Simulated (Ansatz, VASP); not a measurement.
# One calculation of ZnSe, two programs

The input POSCAR:

```
ZnSe
1.0
    0.0000000000      2.7196274243      2.7196274243
    2.7196274243      0.0000000000      2.7196274243
    2.7196274243      2.7196274243      0.0000000000
Zn Se
1 1
Direct
    0.0000000000      0.0000000000      0.0000000000
    0.7500000000      0.7500000000      0.7500000000
```

Contents of INCAR.step1:

```
PREC = Accurate ; ENCUT = 520
ISMEAR = 0 ; SIGMA = 0.05
LREAL = F ; LASPH = T
NELM = 100 ; NBANDS = 16
GGA = PE ; ALGO = Normal
EDIFF = 1E-4 ; LWAVE = T
LCHARG = F
```

INCAR.step2

```
PREC = Accurate ; ENCUT = 520
EDIFF = 1E-6 ; ISMEAR = 0
SIGMA = 0.05 ; LREAL = F
LASPH = T ; NELM = 100
ALGO = Normal ; ISIF = 2
LWAVE = F ; LCHARG = F
METAGGA = R2SCAN ; LMIXTAU = T
NBANDS = 16 ; ISTART = 1
```

KPOINTS

```
Automatic mesh
0
Gamma
  8 8 8
```

Input for Ansatz:

```yaml
crystal:
  lattice:
    - [0.0, 2.7196274243, 2.7196274243]
    - [2.7196274243, 0.0, 2.7196274243]
    - [2.7196274243, 2.7196274243, 0.0]
  atoms:
    - { symbol: Zn, position: [0.0, 0.0, 0.0] }
    - { symbol: Se, position: [0.75, 0.75, 0.75] }
basis:
  ecutwfc: 500
kpoints:
  mp_grid: { grid: [8, 8, 8] }
hamiltonian:
  xc: r2scan
scf:
  occupations: { method: gaussian, width: 0.05 }
output:
  forces: true
  stress: true
  eigenvalues: true
```

Change from the starting cell: strain -0.040 along x and y, -0.040 along z, atoms carried along.

Alike in both runs: task single point; functional r2SCAN; k mesh 8 × 8 × 8; occupations gaussian, width 0.05 eV; no spin polarisation.

```csv
,VASP,Ansatz
version,VASP 6.6.1,Ansatz 0.2.0
potentials or method,"VASP PAW PBE potentials, release 64 (Zn, Se), cutoff 520 eV","scalar-relativistic, plane waves, PAW"
valence electrons in the cell,18,28
```

Ansatz gave:

```
gap on the k mesh at the Fermi level (eV) : 2.41
least direct gap on the mesh (eV)         : 2.41
pressure (GPa)                            : 10.5
```

Question: What did VASP give for the same quantities?

Answer: gap on the k mesh at the Fermi level (eV): 2.43; least direct gap on the mesh (eV): 2.43; pressure (GPa): 10.6.

VASP's potentials were made for PBE, not for r2SCAN. The functional is the same, so the differences come from potentials, cutoffs and numerics. VASP's potentials hold 18 valence electrons a cell and Ansatz's 28, so a difference there can come from the potentials and not from the codes.
